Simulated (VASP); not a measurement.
Write the native input for VASP 6.6.1 that does the following.

- Task: single point
- Functional: PBE
- Potentials or basis: VASP PAW PBE potentials, release 64 (Br)
- Cutoff: 520 eV
- k mesh: 12 × 12 × 12
- Occupations: fermi-dirac, width 0.05 eV
- Spin: no spin polarisation
- Dipole correction: no
- k mesh for the DOS: 18 × 18 × 18
- Occupations for the DOS: tetrahedron
- Further INCAR settings: ALGO = Normal; EDIFF = 1e-07; NBANDS = 14

Br:

```
Br
1.0
     2.19059   -1.26474    3.58341
     0.00000    2.52947    3.58341
    -2.19059   -1.26474    3.58341
Br
2
Cartesian
  0.0000 0.0000 2.6876
  0.0000 0.0000 -2.6876
```

One way to write it, as run:

POSCAR

```
Br
1.0
    2.1905886228     -1.2647369311      3.5834060405
    0.0000000000      2.5294738621      3.5834060406
   -2.1905886228     -1.2647369311      3.5834060405
Br
2
Direct
    0.2500001100      0.2500001100      0.2500001100
   -0.2500001100     -0.2500001100     -0.2500001100
```

INCAR.step1

```
ALGO = Normal ; EDIFF = 1E-7
ENCUT = 520 ; GGA = PE
ISIF = 2 ; ISMEAR = -1
LASPH = T ; LCHARG = T
LREAL = F ; LWAVE = F
NBANDS = 14 ; NELM = 80
PREC = Accurate ; SIGMA = 0.05
```

KPOINTS.step1

```
k-points
0
Gamma
  12 12 12
```

INCAR.step2

```
ALGO = Normal ; EDIFF = 1E-7
ENCUT = 520 ; GGA = PE
ICHARG = 11 ; ISIF = 2
ISMEAR = -5 ; LASPH = T
LCHARG = F ; LORBIT = 10
LREAL = F ; LWAVE = F
NBANDS = 14 ; NEDOS = 1001
NELM = 80 ; PREC = Accurate
SIGMA = 0.05
```

KPOINTS.step2

```
k-points
0
Gamma
  18 18 18
```

Potentials or basis: VASP PAW PBE potentials, release 64 (Br).

Run with:

```console
$ cat potpaw_PBE.64/Br/POTCAR > POTCAR
$ cp INCAR.step1 INCAR
$ cp KPOINTS.step1 KPOINTS
$ mpirun -np 1 vasp_std > vasp.out
$ cp INCAR.step2 INCAR
$ cp KPOINTS.step2 KPOINTS
$ mpirun -np 1 vasp_std > vasp.out
```

Results of the run:

```json
{"Valence electrons inside the program's atomic spheres": "Br 4.68"}
```

Wall time 5 min on 1 thread of Intel(R) Xeon(R) Platinum 8375C CPU @ 2.90GHz (Ice Lake), on a shared host, peak memory 0.51 GiB.
